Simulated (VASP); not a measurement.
Write the native input for VASP 6.6.1 that does the following.

* Task: single point
* Functional: PBE
* Potentials or basis: VASP PAW PBE potentials, release 64 (Cu, O)
* Cutoff: 520 eV
* k mesh: 8 × 8 × 5
* Occupations: methfessel-paxton, width 0.025 eV
* Spin: no spin polarisation
* Dipole correction: no
* Further INCAR settings: ALGO = Normal; EDIFF = 1e-06; NBANDS = 32

The structure of CuO2 lies in POSCAR:

```
CuO2
1.0
    1.4126150000     -5.2107470000      0.0000000000
    1.4126150000      5.2107470000      0.0000000000
    0.0000000000      0.0000000000      4.3434240000
Cu O
2 4
Direct
    0.1672530000      0.8327470000      0.7500000000
    0.8327470000      0.1672530000      0.2500000000
    0.7889700000      0.2110300000      0.7500000000
    0.2110300000      0.7889700000      0.2500000000
    0.5514860000      0.4485140000      0.7500000000
    0.4485140000      0.5514860000      0.2500000000
```

The input as run:

INCAR

```
SYSTEM = CuO2
PREC = Accurate
ENCUT = 520
EDIFF = 1E-6
ISMEAR = 1
SIGMA = 0.025
LREAL = .FALSE.
LASPH = .TRUE.
NELM = 60
ALGO = Normal
ISIF = 2
LWAVE = .FALSE.
LCHARG = .FALSE.
GGA = PE
NBANDS = 32
```

KPOINTS

```
Automatic mesh
0
G
  8 8 5
  0 0 0
```

Potentials or basis: VASP PAW PBE potentials, release 64 (Cu, O).

Launch:

```sh
$ cat potpaw_PBE.64/Cu/POTCAR potpaw_PBE.64/O/POTCAR > POTCAR
$ mpirun -np 1 vasp_std > vasp.out
```

It gave:

```yaml
Pressure: -0.7 GPa
Largest_force: 0.190 eV/Å
Band_gap_on_the_k_mesh: zero (band 23 reaches 2.65 eV, above the bottom of band 24 at 2.40 eV)
```

Caveat: semilocal functionals often make such compounds metallic where correlation or magnetic order opens a gap, which also shifts bond lengths.

Run time: 2.1 min on 1 thread of AMD EPYC 9R45 96-Core Processor (Zen 5), on a shared host, peak memory 0.24 GiB.
